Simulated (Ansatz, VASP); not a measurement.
WC: VASP beside Ansatz

```
W C
1.0
     0.00000    2.19102    2.18824
     2.19140    0.00000    2.18824
     2.19140    2.19102    0.00000
W C
1 1
Direct
  0.00000 0.00000 0.00000
  0.50000 0.50000 0.50000
```

Change from the starting cell: species swapped into the HBr type (Fmmm, No. 69).

Alike in both runs: functional PBE; k mesh 7 × 7 × 7; occupations gaussian, width 0.2 eV; no spin polarisation.

Ansatz relaxed the structure, and its values are those at the end. VASP's run is a single point on that final structure, the one shown.

|  | VASP | Ansatz |
| --- | --- | --- |
| version | VASP 6.6.1 | Ansatz 0.2.0 |
| potentials or method | VASP PAW PBE potentials, release 64 (W_sv, C), cutoff 600 eV | scalar-relativistic, plane waves, PAW |
| valence electrons in the cell | 18 | 18 |

|  | VASP | Ansatz | Ansatz less VASP |
| --- | --- | --- | --- |
| gap on the k mesh at the Fermi level (eV) | none | none | - |
| pressure (GPa) | 0.6 | -0.3 | -0.83 |

A gap of «none» marks a metal or a gap that the smearing closes.

Neither program's run includes spin-orbit coupling.
